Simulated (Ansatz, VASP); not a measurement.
**Fe: VASP beside Ansatz**

```
CELL_PARAMETERS angstrom
2.41872 0.00000 0.00000
0.00000 2.41872 0.00000
0.00000 0.00000 2.41872
ATOMIC_POSITIONS crystal
Fe 0.00000 0.00000 0.00000
```

Alike in both runs: task single point; functional PBEsol; k mesh 15 × 15 × 15; occupations fermi-dirac, width 0.05 eV; collinear spin.

|  | VASP | Ansatz |
| --- | --- | --- |
| version | VASP 6.6.1 | Ansatz 0.2.0 |
| potentials or method | VASP PAW PBE potentials, release 64 (Fe), cutoff 520 eV | plane waves (420 eV) with PAW, scalar-relativistic |
| valence electrons in the cell | 8 | 16 |

```csv
,VASP,Ansatz,Ansatz less VASP
pressure (GPa),-13.6,-13.6,0.00
net moment per atom (μB),2.48,2.47,-0.011
size of the moment on the site where the two differ most (μB),2.46,2.45,-0.018
```

VASP's potentials were made for PBE, not for PBEsol, and Ansatz warns of the same on its side. Site moments also hang on the region over which each program counts them. VASP's potentials hold 8 valence electrons a cell and Ansatz's 16, so a difference there can come from the potentials and not from the codes.
